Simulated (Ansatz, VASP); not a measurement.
## Two plane-wave programs on Sn

```
Sn
1.0
     0.00000    3.23808    3.23808
     3.23808    0.00000    3.23808
     3.23808    3.23808    0.00000
Sn
2
Cartesian
  3.2381 3.2381 3.2381
  4.8571 4.8571 4.8571
```

Alike in both runs: task single point; functional LDA; k mesh 9 × 9 × 9; occupations fermi-dirac, width 0.2 eV; no spin polarisation.

```csv
,VASP,Ansatz
version,VASP 6.6.1,Ansatz 0.2.0
potentials or method,"VASP PAW LDA potentials, release 64 (Sn_d), cutoff 520 eV","plane waves (420 eV) with PAW, scalar-relativistic"
valence electrons in the cell,28,28
```

|  | VASP | Ansatz | Ansatz less VASP |
| --- | --- | --- | --- |
| pressure (GPa) | 0.1 | 0.1 | -0.01 |

Ansatz warns that its potentials were made for another functional, while VASP's fit it. LDA's correlation is that of Perdew and Zunger in VASP and of Perdew and Wang (1992) in Ansatz.
